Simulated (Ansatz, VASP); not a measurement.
## ScAl5 in VASP and in Ansatz

```xyz
6
Lattice="2.9063 0.0000 0.0000 0.0000 2.9063 0.0000 0.0000 0.0000 12.3827" Properties=species:S:1:pos:R:3 pbc="T T T"
Sc    0.0000    0.0000    6.1913
Al    0.0000    0.0000   10.3580
Al    1.4532    1.4532    0.0000
Al    0.0000    0.0000    2.0246
Al    1.4532    1.4532    4.0005
Al    1.4532    1.4532    8.3821
```

Alike in both runs: task single point; functional PBE; k mesh 6 × 6 × 2; occupations gaussian, width 0.1 eV; collinear spin.

|  | VASP | Ansatz |
| --- | --- | --- |
| version | VASP 6.6.1 | Ansatz 0.2.0 |
| potentials or method | VASP PAW PBE potentials, release 64 (Sc_sv, Al), cutoff 520 eV | scalar-relativistic, plane waves, PAW |
| valence electrons in the cell | 26 | 26 |

|  | VASP | Ansatz | Ansatz less VASP |
| --- | --- | --- | --- |
| gap on the k mesh at the Fermi level (eV) | none | none | - |
| pressure (GPa) | 0.3 | 0.3 | 0.00 |
| traceless stress, the component that is largest in VASP (GPa) | -0.43 | -0.44 | -0.008 |
| rms of the force components (eV/Å) | 0.006 | 0.009 | +0.0033 |
| net moment per atom (μB) | 0.09 | 0.09 | 0.000 |
| size of the moment on the site where the two differ most (μB) | 0.35 | 0.33 | -0.023 |

Site moments also hang on the region over which each program counts them. Atom by atom the forces differ by 0.003 eV/Å (rms over components). A gap of «none» marks a metal or a gap that the smearing closes.

The k mesh is coarse, so the values compare programs but aren't converged.
